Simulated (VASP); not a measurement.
## WC (NiAs type): relaxation of cell and atoms with PBE

WC (NiAs type):

```
CELL_PARAMETERS angstrom
3.15168 0.00000 0.00000
-1.57584 2.72943 0.00000
0.00000 0.00000 4.88510
ATOMIC_POSITIONS crystal
W 0.00000 0.00000 0.00000
W 0.00000 0.00000 0.50000
C 0.33333 0.66667 0.25000
C 0.66667 0.33333 0.75000
```

```yaml
Program: VASP 6.6.1
Task: relaxation of cell and atoms
Functional: PBE
Potentials_or_basis: VASP PAW PBE potentials, release 64 (W_sv, C)
Cutoff: 600 eV
k_mesh: 10 × 10 × 6
Occupations: fermi-dirac, width 0.08 eV
Spin: no spin polarisation
Target_pressure: -0.037 GPa
Dipole_correction: no
Further_INCAR_settings: ALGO = Normal; EDIFF = 1e-06; IBRION = 2; EDIFFG = -0.005; NSW = 60; ISIF = 3
```

```
Relaxed volume                                             : 10.63 Å³/atom
Relaxed cell                                               : a = 2.921 Å, b = 2.921 Å, c = 5.755 Å, α = 90.00°, β = 90.00°, γ = 120.00°
Space group after relaxing (to 0.1 Å)                      : P6_3/mmc (No. 194)
Energy change on relaxing (the run minimises the enthalpy) : -582.2 meV/atom
Ionic steps                                                : 14
Pressure after relaxing                                    : 0.0 GPa
Band gap on the k mesh                                     : zero (bands 18 and 19 overlap by 0.63 eV)
```

The path:
| step | energy change (eV) | largest force (eV/Å) | pressure (GPa) | volume (Å³) |
| --- | --- | --- | --- | --- |
| 1 | 0.0000 | 0.0000 | 29.51 | 42.02 |
| 2 | 0.0296 | 0.0000 | -53.23 | 53.56 |
| 3 | -1.4628 | 0.0000 | -27.74 | 47.62 |
| 4 | -1.2394 | 0.0000 | 22.26 | 40.11 |
| 5 | -2.2544 | 0.0000 | -12.30 | 43.93 |
| 6 | -2.0789 | 0.0000 | 25.88 | 40.22 |
| 7 | -2.3284 | 0.0000 | -0.77 | 42.60 |
| 8 | -2.3285 | 0.0000 | -0.37 | 42.56 |
| 9 | -2.3284 | 0.0000 | -0.11 | 42.53 |
| 10 | -2.3286 | 0.0000 | 0.27 | 42.48 |
| 11 | -2.3286 | 0.0000 | 0.21 | 42.49 |
| 12 | -2.3286 | 0.0000 | 0.19 | 42.49 |
| 13 | -2.3286 | 0.0000 | -0.34 | 42.55 |
| 14 | -2.3286 | 0.0000 | -0.04 | 42.51 |

Final structure:
```yaml
crystal:
  lattice:
    - [2.92051, 0.00000, 0.00000]
    - [-1.46026, 2.52924, 0.00000]
    - [0.00000, 0.00000, 5.75547]
  atoms:
    - { symbol: W, position: [0.00000, 0.00000, 0.00000] }
    - { symbol: W, position: [0.00000, 0.00000, 0.50000] }
    - { symbol: C, position: [0.33333, 0.66667, 0.25000] }
    - { symbol: C, position: [0.66667, 0.33333, 0.75000] }
```

Levels at points of the mesh, in eV from the Fermi level:
```
           k point  band 14  band 15  band 16  band 17  band 18  band 19  band 20  band 21  band 22
(0.00, 0.00, 0.00)    -3.96    -0.92    -0.84    -0.84    -0.11    -0.11     0.96     0.96     2.98
(0.50, 0.00, 0.00)    -3.95    -3.85    -2.44    -1.90    -0.38     2.02     3.73     4.16     4.83
(0.00, 0.00, 0.50)    -2.89    -2.89    -2.89     0.41     0.41     0.70     0.70     0.70     0.70
(0.50, 0.00, 0.50)    -4.44    -3.06    -3.06    -1.86    -1.86     3.93     3.93     4.09     4.09
```

Wall time 12 min on 1 thread of Intel Xeon 8259CL (shared host), peak memory 0.23 GiB.

Caveat: the cell is relaxed towards a set pressure, so the run minimises the enthalpy, not the energy; a cell axis changed by over 15 % at a fixed basis, so the end point is rough; spin-orbit coupling is left out, which moves the levels of the heavy elements.
